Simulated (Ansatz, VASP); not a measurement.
## MnSi in VASP and in Ansatz

```xyz
2
Lattice="3.0925 0.0000 0.0000 0.0000 3.0925 0.0000 0.0000 0.0000 3.0925" Properties=species:S:1:pos:R:3 pbc="T T T"
Mn    0.0000    0.0000    0.0000
Si    1.5463    1.5463    1.5463
```

Change from the starting cell: volume scaled by 1.02.

Alike in both runs: task single point; functional PBE; k mesh 9 × 9 × 9; occupations fermi-dirac, width 0.05 eV; collinear spin.

|  | VASP | Ansatz |
| --- | --- | --- |
| version | VASP 6.6.1 | Ansatz 0.2.0 |
| potentials or method | VASP PAW PBE potentials, release 64 (Mn_pv, Si), cutoff 520 eV | all-electron LAPW, scalar-relativistic |

```csv
,VASP,Ansatz,Ansatz less VASP
gap on the k mesh at the Fermi level (eV),none,none,-
pressure (GPa),-18.5,-18.5,-0.03
net moment per atom (μB),1.29,1.29,-0.001
size of the moment on the site where the two differ most (μB),2.69,2.77,+0.074
```

Site moments also hang on the region over which each program counts them. A gap of «none» marks a metal or a gap that the smearing closes. Ansatz ran all-electron here, and VASP with PAW potentials.
